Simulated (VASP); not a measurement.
# NaF in VASP: notebook

The runs below take NaF through single point, relaxation of cell and atoms, with PBE.

Everything below comes from runs of VASP 6.6.1. Logs are shortened: lines on timing, memory, paths and dates and some standing lists are left out, and cuts for length are marked.

### Step 1. The cell of the first run

The typed cell holds 2 atoms: a = 3.325 Å, b = 3.325 Å, c = 3.325 Å, α = 120.05°, β = 120.05°, γ = 89.92°.

The cell was generated, and may not be a known phase.

### Step 2. Single point, PBE

INCAR

```
SYSTEM = NaF
PREC = Accurate
ENCUT = 520
EDIFF = 1E-6
ISMEAR = 0
SIGMA = 0.1
LREAL = .False.
LASPH = .True.
NELM = 100
ALGO = Normal
ISIF = 2
LWAVE = .False.
LCHARG = .False.
GGA = PE
NBANDS = 14
```

KPOINTS

```
Automatic mesh
0
Gamma
  8 8 8
  0 0 0
```

POSCAR

```
NaF
1.0
   -1.6611118417      1.6611118417      2.3524975484
    1.6611118417     -1.6611118417      2.3524975484
    1.6611118417      1.6611118417     -2.3524975484
Na F
1 1
Direct
    0.2500148195      0.2500148195      0.0000000000
    0.7499851805      0.7499851805      0.0000000000
```

Potentials or basis: VASP PAW PBE potentials, release 64 (Na_pv, F).

On the command line:

```
$ cat potpaw_PBE.64/Na_pv/POTCAR potpaw_PBE.64/F/POTCAR > POTCAR
$ mpirun -np 1 vasp_std > vasp.out
```

OUTCAR:

```text
SYSTEM = NaF
   PREC = Accurate
   ENCUT = 520
   EDIFF = 1E-6
   ISMEAR = 0
   LREAL = .False.
   LASPH = .True.
   NELM = 100
   ISIF = 2
   GGA = PE

 ion  position               nearest neighbor table
   1  0.250  0.250  0.000-   2 2.35   2 2.35   2 2.35   2 2.35
   2  0.750  0.750  0.000-   1 2.35   1 2.35   1 2.35   1 2.35

  LATTYP: Found a body centered tetragonal cell.
 ALAT       =     3.3222236834
 C/A-ratio  =     1.4162186370

  Lattice vectors:

 A1 = (  -1.6611118417,   1.6611118417,   2.3524975484)
 A2 = (   1.6611118417,  -1.6611118417,   2.3524975484)
 A3 = (   1.6611118417,   1.6611118417,  -2.3524975484)

Analysis of symmetry for initial positions (statically):
=====================================================================
 Subroutine PRICEL returns:
 Original cell was already a primitive cell.

 Routine SETGRP: Setting up the symmetry group for a
 body centered tetragonal supercell.

 Subroutine GETGRP returns: Found  8 space group operations
 (whereof  8 operations were pure point group operations)
 out of a pool of 16 trial point group operations.

The static configuration has the point symmetry C_4v.

Analysis of symmetry for dynamics (positions and initial velocities):
=====================================================================
 Subroutine PRICEL returns:
 Original cell was already a primitive cell.

 Routine SETGRP: Setting up the symmetry group for a
 body centered tetragonal supercell.

 Subroutine GETGRP returns: Found  8 space group operations
 (whereof  8 operations were pure point group operations)
 out of a pool of 16 trial point group operations.

The dynamic configuration has the point symmetry C_4v.

 Subroutine INISYM returns: Found  8 space group operations
 (whereof  8 operations are pure point group operations),
 and found     1 'primitive' translations

----------------------------------------------------------------------------------------

                                     Primitive cell

  volume of cell :      25.9649

  direct lattice vectors                    reciprocal lattice vectors
    -1.661111842  1.661111842  2.352497548     0.000000000  0.301003212  0.212540073
     1.661111842 -1.661111842  2.352497548     0.301003212  0.000000000  0.212540073
     1.661111842  1.661111842 -2.352497548     0.301003212  0.301003212  0.000000000

  length of vectors
     3.324579645  3.324579645  3.324579645     0.368478244  0.368478244  0.425682825

  position of ions in fractional coordinates (direct lattice)
     0.250014820  0.250014820  0.000000000
     0.749985180  0.749985180  0.000000000

  ion indices of the primitive-cell ions
   primitive index   ion index
                 1           1
                 2           2

----------------------------------------------------------------------------------------

 KPOINTS: Automatic mesh

Automatic generation of k-mesh.
 Grid dimensions read from file:
 generate k-points for:    8    8    8

 Generating k-lattice:

  Cartesian coordinates                     Fractional coordinates (reciprocal lattice)
     0.000000000  0.037625402  0.026567509     0.125000000  0.000000000  0.000000000
     0.037625402  0.000000000  0.026567509     0.000000000  0.125000000  0.000000000
     0.037625402  0.037625402  0.000000000     0.000000000  0.000000000  0.125000000

  Length of vectors
     0.046059780  0.046059780  0.053210353

  Shift w.r.t. Gamma in fractional coordinates (k-lattice)
     0.000000000  0.000000000  0.000000000

 Subroutine IBZKPT returns following result:
 ===========================================

 Found     59 irreducible k-points:

 Following reciprocal coordinates:
            Coordinates               Weight
  0.000000  0.000000  0.000000      1.000000
  0.125000  0.000000 -0.000000      8.000000
  0.250000  0.000000 -0.000000      8.000000
  0.375000  0.000000 -0.000000      8.000000
  0.500000  0.000000 -0.000000      4.000000
  0.125000  0.125000 -0.000000      8.000000
[... 16 lines left out ...]
  0.250000  0.125000  0.125000     16.000000
  0.375000  0.125000  0.125000      8.000000
 [... further k-points ...]
   k-points           NKPTS =     59   k-points in BZ     NKDIM =     59   number of bands    NBANDS=     14
   number of dos      NEDOS =    301   number of ions     NIONS =      2
   total plane-waves  NPLWV =  21952
   dimension x,y,z NGX =    28 NGY =   28 NGZ =   28
   dimension x,y,z NGXF=    56 NGYF=   56 NGZF=   56
   ions per type =               1   1
   NGX,Y,Z   is equivalent  to a cutoff of  14.00, 14.00, 14.00 a.u.
   NGXF,Y,Z  is equivalent  to a cutoff of  28.00, 28.00, 28.00 a.u.
 SYSTEM =  NaF
   PREC   = accura    normal or accurate (medium, high low for compatibility)
   ISTART =      0    job   : 0-new  1-cont  2-samecut
   ICHARG =      2    charge: 1-file 2-atom 10-const
   ISPIN  =      1    spin polarized calculation?
   LNONCOLLINEAR =      F non collinear calculations
   LSORBIT =      F    spin-orbit coupling
   LASPH  =      T    aspherical Exc in radial PAW
   ENCUT  =  520.0 eV  38.22 Ry    6.18 a.u.   6.18  6.18  6.18*2*pi/ulx,y,z
   NELM   =    100;   NELMIN=  2; NELMDL= -5     # of ELM steps
   EDIFF  = 0.1E-05   stopping-criterion for ELM
   LREAL  =      F    real-space projection
   EDIFFG = 0.1E-04   stopping-criterion for IOM
   NSW    =      0    number of steps for IOM
   IBRION =     -1    ionic relax: 0-MD 1-quasi-New 2-CG
   NFREE  =      0    steps in history (QN), initial steepest desc. (CG)
   ISIF   =      2    stress and relaxation
   ISYM   =      2    0-nonsym 1-usesym 2-fastsym
   POTIM  = 0.5000    time-step for ionic-motion
   TEBEG  =    0.0;   TEEND  =   0.0 temperature during run
   PSTRESS=    0.0 pullay stress
   NELECT =      14.0000    total number of electrons
   NUPDOWN=      -1.0000    fix difference up-down
   EMIN   =  10.00;   EMAX   =-10.00  energy-range for DOS
   EFERMI =   0.00;   METHOD = LEGACY
   ISMEAR =     0;   SIGMA  =   0.10  broadening in eV -4-tet -1-fermi 0-gaus
   EFERMI_NEDOS =   21; number of points for ismear=-14 and -15
   IALGO  =     38    algorithm
   IMIX   =      4    mixing-type and parameters
     AMIX     =   0.40;   BMIX     =  1.00
     AMIX_MAG =   1.60;   BMIX_MAG =  1.00
  volume/ion in A,a.u.               =      12.98        87.61
  Fermi-wavevector in a.u.,A,eV,Ry     =   1.332463  2.517990 24.156573  1.775458
  Thomas-Fermi vector in A             =   2.461396
   LORBIT       =      0    0 simple, 1 ext, 2 COOP (PROOUT), +10 PAW based schemes
   GGA     = PE    functional components
   LHFCALC =     F    Hartree Fock is set to
   AEXX    =    0.0000 exact exchange contribution
   IVDW    =     0    specifies the selected vdW correction
   LEPSILON=     F    determine dielectric tensor
   LRPA    =     F    only Hartree local field effects (RPA)
 non-spin polarized calculation
 Gauss-broadening in eV      SIGMA  =   0.10
  energy-cutoff  :      520.00
  volume of cell :       25.96
 maximum number of plane-waves:       725
 NGX is ok and might be reduce to    28
   NGX = 13   NGY = 13   NGZ = 13

 number of electron      14.0000002 magnetization

 Free energy of the ion-electron system (eV)
  ---------------------------------------------------
  ext. energy  EPLUGINS =         0.00000000
  ---------------------------------------------------
  free energy    TOTEN  =        -8.56946624 eV

  energy without entropy =       -8.56946624  energy(sigma->0) =       -8.56946624

 E-fermi :  -1.7711     XC(G=0):  -8.9533

 val. band max:       -2.2640867868   @ k =   0.0000   0.0000   0.0000
 cond. band min:       3.8093489612   @ k =   0.0000   0.0000   0.0000
 fundamental gap:      6.0734357480
 Fermi energy:        -1.7710741268

 k-point     1 :       0.0000    0.0000    0.0000
  band No.  band energies     occupation
      1     -21.3692      2.00000
      2     -21.3414      2.00000
      3     -21.3408      2.00000
      4     -21.3408      2.00000
      5      -2.2643      2.00000
      6      -2.2643      2.00000
      7      -2.2641      2.00000
      8       3.8093      0.00000
      9      16.3988      0.00000
     10      16.4084      0.00000
     11      16.4084      0.00000
     12      19.1804      0.00000
     13      21.2898      0.00000
     14      21.3297      0.00000

 k-point     2 :       0.1250    0.0000   -0.0000
  band No.  band energies     occupation
      1     -21.6304      2.00000
      2     -21.3428      2.00000
      3     -21.3424      2.00000
      4     -21.0612      2.00000
      5      -2.5435      2.00000
      6      -2.2992      2.00000
      7      -2.2991      2.00000
      8       4.3396      0.00000
      9      14.6932      0.00000
     10      16.6209      0.00000
     11      16.6288      0.00000
     12      20.6786      0.00000
     13      20.7139      0.00000
     14      20.9684      0.00000

 k-point     3 :       0.2500    0.0000   -0.0000
  band No.  band energies     occupation
      1     -21.8507      2.00000
      2     -21.3467      2.00000
      3     -21.3462      2.00000
      4     -20.7968      2.00000
      5      -3.1108      2.00000
      6      -2.3826      2.00000
      7      -2.3821      2.00000
      8       5.6276      0.00000
      9      12.6060      0.00000
     10      17.0882      0.00000
     11      17.1019      0.00000
     12      20.0078      0.00000
     13      20.0360      0.00000
     14      21.4419      0.00000

 k-point     4 :       0.3750    0.0000   -0.0000
  band No.  band energies     occupation
      1     -21.9918      2.00000
      2     -21.3506      2.00000
      3     -21.3500      2.00000
      4     -20.6110      2.00000
      5      -3.5843      2.00000
      6      -2.4644      2.00000
      7      -2.4636      2.00000
      8       7.1825      0.00000
      9      10.8946      0.00000
     10      17.3481      0.00000
     11      17.3708      0.00000
     12      19.9730      0.00000
     13      19.9941      0.00000
     14      21.0041      0.00000

 k-point     5 :       0.5000    0.0000   -0.0000
  band No.  band energies     occupation
      1     -22.0404      2.00000
      2     -21.3522      2.00000
      3     -21.3515      2.00000
      4     -20.5441      2.00000
      5      -3.7620      2.00000
      6      -2.4980      2.00000
      7      -2.4970      2.00000
      8       8.2548      0.00000
      9       9.8410      0.00000
     10      17.3693      0.00000
     11      17.3953      0.00000
[... 276 lines left out ...]
 k-point    22 :       0.1250    0.1250    0.1250
  band No.  band energies     occupation
      1     -21.8386      2.00000
      2     -21.3723      2.00000
      3     -21.3537      2.00000
      4     -20.7732      2.00000
      5      -3.2383      2.00000
      6      -2.5670      2.00000
      7      -2.4607      2.00000
      8       6.6254      0.00000
      9      12.0828      0.00000
     10      15.5793      0.00000
     11      17.2109      0.00000
     12      17.7564      0.00000
     13      21.5112      0.00000
     14      24.2038      0.00000

 k-point    23 :       0.2500    0.1250    0.1250
  band No.  band energies     occupation
      1     -21.8806      2.00000
      2     -21.3851      2.00000
      3     -21.3619      2.00000
      4     -20.6967      2.00000
      5      -3.4302      2.00000
      6      -2.7351      2.00000
      7      -2.5411      2.00000
      8       8.0836      0.00000
      9      11.0527      0.00000
     10      14.6890      0.00000
     11      16.5179      0.00000
     12      18.8471      0.00000
     13      20.8262      0.00000
     14      24.7697      0.00000

 k-point    24 :       0.3750    0.1250    0.1250
  band No.  band energies     occupation
      1     -21.8961      2.00000
      2     -21.3877      2.00000
      3     -21.3678      2.00000
      4     -20.6671      2.00000
      5      -3.4983      2.00000
      6      -2.8065      2.00000
      7      -2.5773      2.00000
      8       9.2419      0.00000
      9      10.1097      0.00000
     10      14.4154      0.00000
     11      16.2116      0.00000
     12      19.4020      0.00000
     13      20.4230      0.00000
     14      25.0588      0.00000

 [... further k-points ...]
[... 5 lines left out ...]
  --------------------------------------------------------------------------------------
  -------------------------------------------------------------------------------------
  Total       -0.0178540     -0.0178540     -0.0341613      0.0000000      0.0000000      0.0000000
  in kB       -1.1016869     -1.1016869     -2.1079416      0.0000000      0.0000000      0.0000000
  external PRESSURE =      -1.4371051 kB  Pullay stress =       0.0000000 kB

 VOLUME and BASIS-vectors are now :
 -----------------------------------------------------------------------------
  energy-cutoff  :      520.00
  volume of cell :       25.96
      direct lattice vectors                 reciprocal lattice vectors
    -1.661111842  1.661111842  2.352497548     0.000000000  0.301003212  0.212540073
     1.661111842 -1.661111842  2.352497548     0.301003212  0.000000000  0.212540073
     1.661111842  1.661111842 -2.352497548     0.301003212  0.301003212  0.000000000

 POSITION                                       TOTAL-FORCE (eV/Angst)
 -----------------------------------------------------------------------------------
      0.00000      0.00000      1.17632         0.000000      0.000000     -0.000274
      0.00000      0.00000      3.52868        -0.000000     -0.000000      0.000274
 -----------------------------------------------------------------------------------
    total drift:                               -0.000000     -0.000000     -0.000008

  FREE ENERGIE OF THE ION-ELECTRON SYSTEM (eV)
  ---------------------------------------------------
  free  energy   TOTEN  =        -8.5694662415 eV

  energy  without entropy=       -8.5694662415  energy(sigma->0) =       -8.56946624
```

Wall time 16 s (1 thread of Intel Xeon Platinum 8488C (Sapphire Rapids), shared host); peak memory 0.15 GiB.

Results:

| Quantity | Value |
| --- | --- |
| Free energy | -8.5695 eV |
| Pressure | -0.1 GPa |
| Band gap on the k mesh | 6.07 eV |

(Part 1 of 2 ends here.)
